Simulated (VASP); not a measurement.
# Y3Mg (Fm-3m) in VASP: further runs

Y3Mg is run at these levels: LDA; tasks: single point, relaxation of cell and atoms.

Everything below comes from runs of VASP 6.6.1. Logs are shortened: lines on timing, memory, paths and dates and some standing lists are left out, and cuts for length are marked.

## 1. The cell of the first run

It takes space group Fm-3m (No. 225, cubic). Conventional cell: a = 7.605 Å, b = 7.605 Å, c = 7.605 Å, α = 90.00°, β = 90.00°, γ = 90.00°. Within 4.3 Å of Mg (site symmetry m-3m) lie 14 Y at 3.29 to 3.80 Å. Within 4.3 Å of Y (site symmetry m-3m) lie 8 Y at 3.29 Å and 6 Mg at 3.80 Å. Y (site symmetry -43m) has 4 Mg at 3.29 Å and 10 Y at 3.29 to 3.80 Å within 4.3 Å.

## 2. Single point, LDA

File INCAR:

```
PREC = Accurate
ENCUT = 600
EDIFF = 1E-6
ISMEAR = -1
SIGMA = 0.1
LREAL = False
LASPH = True
NELM = 120
ALGO = Normal
ISIF = 2
LWAVE = False
LCHARG = False
GGA = CA
NBANDS = 26
GGA_COMPAT = False
```

File KPOINTS:

```
Automatic mesh
0
Gamma
  5 5 5
```

File POSCAR:

```
Y3Mg
1.0
    0.0000000000      3.8023990008      3.8023990008
    3.8023990008      0.0000000000      3.8023990008
    3.8023990008      3.8023990008      0.0000000000
Mg Y
1 3
Direct
    0.0000000000      0.0000000000      0.0000000000
    0.5000000000      0.5000000000      0.5000000000
    0.2500000000      0.2500000000      0.2500000000
    0.7500000000      0.7500000000      0.7500000000
```

Potentials or basis: VASP PAW LDA potentials, release 64 (Mg, Y_sv).

Started as:

```console
$ cat potpaw_LDA.64/Mg/POTCAR potpaw_LDA.64/Y_sv/POTCAR > POTCAR
$ mpirun -np 1 vasp_std > vasp.out
```

OUTCAR:

```text
PREC = Accurate
   ENCUT = 600
   EDIFF = 1E-6
   ISMEAR = -1
   LREAL = False
   LASPH = True
   NELM = 120
   ISIF = 2
   GGA = CA

 ion  position               nearest neighbor table
   1  0.000  0.000  0.000-   3 3.29   4 3.29   4 3.29   4 3.29   4 3.29   3 3.29   3 3.29   3 3.29
                             2 3.80   2 3.80   2 3.80   2 3.80   2 3.80   2 3.80
   2  0.500  0.500  0.500-   3 3.29   4 3.29   3 3.29   3 3.29   3 3.29   4 3.29   4 3.29   4 3.29
                             1 3.80   1 3.80   1 3.80   1 3.80   1 3.80   1 3.80
   3  0.250  0.250  0.250-   1 3.29   2 3.29   1 3.29   1 3.29   1 3.29   2 3.29   2 3.29   2 3.29
                             4 3.80   4 3.80   4 3.80   4 3.80   4 3.80   4 3.80
   4  0.750  0.750  0.750-   1 3.29   2 3.29   2 3.29   2 3.29   2 3.29   1 3.29   1 3.29   1 3.29
                             3 3.80   3 3.80   3 3.80   3 3.80   3 3.80   3 3.80

  LATTYP: Found a face centered cubic cell.
 ALAT       =     7.6047980016

  Lattice vectors:

 A1 = (   0.0000000000,   3.8023990008,   3.8023990008)
 A2 = (   3.8023990008,   0.0000000000,   3.8023990008)
 A3 = (   3.8023990008,   3.8023990008,   0.0000000000)

Analysis of symmetry for initial positions (statically):
=====================================================================
 Subroutine PRICEL returns:
 Original cell was already a primitive cell.

 Routine SETGRP: Setting up the symmetry group for a
 face centered cubic supercell.

 Subroutine GETGRP returns: Found 48 space group operations
 (whereof 48 operations were pure point group operations)
 out of a pool of 48 trial point group operations.

The static configuration has the point symmetry O_h .

Analysis of symmetry for dynamics (positions and initial velocities):
=====================================================================
 Subroutine PRICEL returns:
 Original cell was already a primitive cell.

 Routine SETGRP: Setting up the symmetry group for a
 face centered cubic supercell.

 Subroutine GETGRP returns: Found 48 space group operations
 (whereof 48 operations were pure point group operations)
 out of a pool of 48 trial point group operations.

The dynamic configuration has the point symmetry O_h .

 Subroutine INISYM returns: Found 48 space group operations
 (whereof 48 operations are pure point group operations),
 and found     1 'primitive' translations

----------------------------------------------------------------------------------------

                                     Primitive cell

[... 79 lines left out ...]
   EDIFF  = 0.1E-05   stopping-criterion for ELM
   LREAL  =      F    real-space projection
   EDIFFG = 0.1E-04   stopping-criterion for IOM
   NSW    =      0    number of steps for IOM
   IBRION =     -1    ionic relax: 0-MD 1-quasi-New 2-CG
   NFREE  =      0    steps in history (QN), initial steepest desc. (CG)
   ISIF   =      2    stress and relaxation
   ISYM   =      2    0-nonsym 1-usesym 2-fastsym
   POTIM  = 0.5000    time-step for ionic-motion
   TEBEG  =    0.0;   TEEND  =   0.0 temperature during run
   PSTRESS=    0.0 pullay stress
   NELECT =      35.0000    total number of electrons
   NUPDOWN=      -1.0000    fix difference up-down
   EMIN   =  10.00;   EMAX   =-10.00  energy-range for DOS
   EFERMI =   0.00;   METHOD = LEGACY
   ISMEAR =    -1;   SIGMA  =   0.10  broadening in eV -4-tet -1-fermi 0-gaus
   EFERMI_NEDOS =   21; number of points for ismear=-14 and -15
   IALGO  =     38    algorithm
   IMIX   =      4    mixing-type and parameters
     AMIX     =   0.40;   BMIX     =  1.00
     AMIX_MAG =   1.60;   BMIX_MAG =  1.00
  volume/ion in A,a.u.               =      27.49       185.50
  Fermi-wavevector in a.u.,A,eV,Ry     =   1.117798  2.112331 17.000090  1.249471
  Thomas-Fermi vector in A             =   2.254423
   LORBIT       =      0    0 simple, 1 ext, 2 COOP (PROOUT), +10 PAW based schemes
   GGA     = CA    functional components
   LHFCALC =     F    Hartree Fock is set to
   AEXX    =    0.0000 exact exchange contribution
   IVDW    =     0    specifies the selected vdW correction
   LEPSILON=     F    determine dielectric tensor
   LRPA    =     F    only Hartree local field effects (RPA)
 non-spin polarized calculation
  energy-cutoff  :      600.00
  volume of cell :      109.95
 maximum number of plane-waves:      3695
 NGX is ok and might be reduce to    48
   NGX = 21   NGY = 21   NGZ = 21

 number of electron      35.0000000 magnetization

 Free energy of the ion-electron system (eV)
  ---------------------------------------------------
  ext. energy  EPLUGINS =         0.00000000
  ---------------------------------------------------
  free energy    TOTEN  =       -22.66427078 eV

  energy without entropy =      -22.47190795  energy(sigma->0) =      -22.56808936

 E-fermi :   3.2955     XC(G=0):  -9.8406

 val. band max:        3.2490902707   @ k =   0.4000   0.2000   0.0000
 cond. band min:       3.2980170553   @ k =   0.4000   0.4000   0.0000
 fundamental gap:      0.0489267846
 Fermi energy:         3.2954976901

 k-point     1 :       0.0000    0.0000    0.0000
  band No.  band energies     occupation
      1     -39.1419      2.00000
      2     -39.0290      2.00000
      3     -38.9666      2.00000
      4     -19.4139      2.00000
      5     -19.4139      2.00000
      6     -19.4139      2.00000
[... 279 lines left out ...]
     25       6.1900      0.00000
     26       6.8672      0.00000

------------------------ aborting loop because EDIFF is reached ----------------------------------------

  FORCE on cell =-STRESS in cart. coord.  units (eV):
  Direction    XX          YY          ZZ          XY          YZ          ZX
  --------------------------------------------------------------------------------------
  -------------------------------------------------------------------------------------
  Total       -0.2158968     -0.2158968     -0.2158968     -0.0000000     -0.0000000      0.0000000
  in kB       -3.1459636     -3.1459636     -3.1459636     -0.0000000     -0.0000000      0.0000000
  external PRESSURE =      -3.1459636 kB  Pullay stress =       0.0000000 kB

 VOLUME and BASIS-vectors are now :
 -----------------------------------------------------------------------------
  energy-cutoff  :      600.00
  volume of cell :      109.95
      direct lattice vectors                 reciprocal lattice vectors
     0.000000000  3.802399001  3.802399001    -0.131495932  0.131495932  0.131495932
     3.802399001  0.000000000  3.802399001     0.131495932 -0.131495932  0.131495932
     3.802399001  3.802399001  0.000000000     0.131495932  0.131495932 -0.131495932

 POSITION                                       TOTAL-FORCE (eV/Angst)
 -----------------------------------------------------------------------------------
      0.00000      0.00000      0.00000        -0.000000      0.000000     -0.000000
      3.80240      3.80240      3.80240        -0.000000     -0.000000     -0.000000
      1.90120      1.90120      1.90120         0.000000      0.000000      0.000000
      5.70360      5.70360      5.70360        -0.000000     -0.000000     -0.000000
 -----------------------------------------------------------------------------------
    total drift:                               -0.000000      0.000000     -0.000000

  FREE ENERGIE OF THE ION-ELECTRON SYSTEM (eV)
  ---------------------------------------------------
  free  energy   TOTEN  =       -22.6642707810 eV

  energy  without entropy=      -22.4719079480  energy(sigma->0) =      -22.56808936
```

OSZICAR:

```text
N       E                     dE             d eps       ncg     rms          rms(c)
DAV:   1     0.178830754706E+03    0.17883E+03   -0.18287E+04   520   0.139E+03
DAV:   2    -0.598765377283E+01   -0.18482E+03   -0.17998E+03   598   0.323E+02
DAV:   3    -0.226107753971E+02   -0.16623E+02   -0.16119E+02   994   0.541E+01
DAV:   4    -0.232936826399E+02   -0.68291E+00   -0.67906E+00   688   0.120E+01
DAV:   5    -0.233189345432E+02   -0.25252E-01   -0.25239E-01   820   0.191E+00    0.399E+01
DAV:   6    -0.227216990572E+02    0.59724E+00   -0.11395E+00   570   0.453E+00    0.241E+01
DAV:   7    -0.226850666646E+02    0.36632E-01   -0.11898E+00   816   0.484E+00    0.242E+00
DAV:   8    -0.226650939016E+02    0.19973E-01   -0.21809E-01   644   0.200E+00    0.778E-01
DAV:   9    -0.226643055318E+02    0.78837E-03   -0.14500E-02   832   0.799E-01    0.247E-01
DAV:  10    -0.226643105351E+02   -0.50033E-05   -0.32055E-03   672   0.342E-01    0.641E-02
DAV:  11    -0.226642730840E+02    0.37451E-04   -0.50088E-04   624   0.102E-01    0.171E-02
DAV:  12    -0.226642712629E+02    0.18211E-05   -0.20431E-05   696   0.240E-02    0.927E-03
DAV:  13    -0.226642707810E+02    0.48188E-06   -0.15060E-06   536   0.603E-03
   1 F= -.22664271E+02 E0= -.22568089E+02  d E =-.192363E+00
```

It took 26 s on 1 thread of Intel Xeon 6975P-C (Granite Rapids), shared host; peak memory 0.27 GiB.

What came out:

- Free energy: -22.6643 eV
- Pressure: -0.3 GPa
- Band gap on the k mesh: zero (an odd number of electrons rules out a gap without spin polarisation)

## 3. Relaxation of cell and atoms, LDA

This run uses another cell than the first one, of 30.12 Å³/atom.

File INCAR:

```
PREC = Accurate
ENCUT = 600
EDIFF = 1E-7
ISMEAR = -1
SIGMA = 0.1
LREAL = F
LASPH = T
NELM = 120
ALGO = Normal
ISIF = 3
LWAVE = F
LCHARG = F
GGA = CA
IBRION = 2
NSW = 80
EDIFFG = -0.03
GGA_COMPAT = F
NELMIN = 4
```

File KPOINTS:

```
regular mesh
0
Gamma
  5 5 5
```

File POSCAR:

```
Y3Mg
1.0
    0.0000000000      3.9200000000      3.9200000000
    3.9200000000      0.0000000000      3.9200000000
    3.9200000000      3.9200000000      0.0000000000
Mg Y
1 3
Direct
    0.0000000000      0.0000000000      0.0000000000
    0.5000000000      0.5000000000      0.5000000000
    0.2500000000      0.2500000000      0.2500000000
    0.7500000000      0.7500000000      0.7500000000
```

Potentials or basis: VASP PAW LDA potentials, release 64 (Mg, Y_sv).

Started as:

```console
$ cat potpaw_LDA.64/Mg/POTCAR potpaw_LDA.64/Y_sv/POTCAR > POTCAR
$ mpirun -np 1 vasp_std > vasp.out
```

Run time: 75 s. Hardware: 1 thread of Intel Xeon 6975P-C (Granite Rapids), shared host; peak memory 0.29 GiB.

Results (log left out):

* Free energy: -22.6654 eV
* Relaxed volume: 27.30 Å³/atom
* Relaxed cell: a = 5.365 Å, b = 5.365 Å, c = 5.365 Å, α = 60.00°, β = 60.00°, γ = 60.00°
* Space group after relaxing (to 0.1 Å): Fm-3m (No. 225)
* Energy gained by relaxing: 35.3 meV/atom
* Ionic steps: 3
* Pressure after relaxing: 0.0 GPa
* Band gap on the k mesh: zero (an odd number of electrons rules out a gap without spin polarisation)

The path:
| step | energy change (eV) | largest force (eV/Å) | pressure (GPa) | volume (Å³) |
| --- | --- | --- | --- | --- |
| 1 | 0.0000 | 0.0000 | -3.74 | 120.47 |
| 2 | -0.1409 | 0.0000 | 0.25 | 108.62 |
| 3 | -0.1414 | 0.0000 | 0.00 | 109.19 |

Final structure:
```
CELL_PARAMETERS angstrom
0.00000 3.79360 3.79360
3.79360 0.00000 3.79360
3.79360 3.79360 0.00000
ATOMIC_POSITIONS crystal
Mg 0.00000 0.00000 0.00000
Y 0.50000 0.50000 0.50000
Y 0.25000 0.25000 0.25000
Y 0.75000 0.75000 0.75000
```

Levels at points of the mesh, in eV from the Fermi level:
```csv
k point,band 15,band 16,band 17,band 18,band 19,band 20
"(0.00, 0.00, 0.00)",-1.21,-0.77,-0.77,-0.77,0.55,0.55
```
